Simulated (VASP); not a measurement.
Set up this calculation in VASP 6.6.1, as the native input.

```
Task                   : single point
Functional             : r2SCAN
Potentials or basis    : VASP PAW PBE potentials, release 64 (Si, C)
Cutoff                 : 520 eV
k mesh                 : 12 × 12 × 12
Occupations            : gaussian, width 0.05 eV
Spin                   : no spin polarisation
Dipole correction      : no
Further INCAR settings : ALGO = Normal; EDIFF = 1e-06; NBANDS = 11
```

Crystal: SiC.

```
CELL_PARAMETERS angstrom
0.00000 2.10878 2.23922
2.10878 0.00000 2.23922
2.10878 2.10878 0.00000
ATOMIC_POSITIONS crystal
Si 0.00000 0.00000 0.00000
C 0.75000 0.75000 0.75000
```

This cell differs from its parent crystal: strain -0.030 along x and y, +0.030 along z.

These files were run (other wordings do the same):

POSCAR

```
SiC
1.0
    0.0000000000      2.1087800000      2.2392200000
    2.1087800000      0.0000000000      2.2392200000
    2.1087800000      2.1087800000      0.0000000000
Si C
1 1
Direct
    0.0000000000      0.0000000000      0.0000000000
    0.7500000000      0.7500000000      0.7500000000
```

INCAR.step1

```
SYSTEM = SiC
PREC = Accurate
ENCUT = 520
ISMEAR = 0
SIGMA = 0.05
LREAL = .FALSE.
LASPH = .TRUE.
NELM = 60
NBANDS = 11
GGA = PE
ALGO = Normal
EDIFF = 1E-4
LWAVE = .TRUE.
LCHARG = .FALSE.
```

INCAR.step2

```
SYSTEM = SiC
PREC = Accurate
ENCUT = 520
EDIFF = 1E-6
ISMEAR = 0
SIGMA = 0.05
LREAL = .FALSE.
LASPH = .TRUE.
NELM = 60
ALGO = Normal
ISIF = 2
LWAVE = .FALSE.
LCHARG = .TRUE.
METAGGA = R2SCAN
LMIXTAU = .TRUE.
LELF = .TRUE.
LVHAR = .TRUE.
NBANDS = 11
ISTART = 1
```

KPOINTS

```
regular mesh
0
G
  12 12 12
  0 0 0
```

Potentials or basis: VASP PAW PBE potentials, release 64 (Si, C).

Launch:

```sh
$ cat potpaw_PBE.64/Si/POTCAR potpaw_PBE.64/C/POTCAR > POTCAR
$ cp INCAR.step1 INCAR
$ mpirun -np 1 vasp_std > vasp.out
$ cp INCAR.step2 INCAR
$ mpirun -np 1 vasp_std > vasp.out
```

Results of the run:

The pressure is 8.6 GPa and the band gap on the k mesh is 1.36 eV, indirect (least direct gap 5.04 eV).

Caveat: the cell differs from its parent crystal (strain -0.030 along x and y, +0.030 along z); the PAW data sets were made with another functional, which shifts forces and pressure a little.

Wall time 2.9 min on 1 thread of AMD EPYC 7R43 64-Core Processor (Zen 3), with other jobs on the host, peak memory 0.13 GiB.
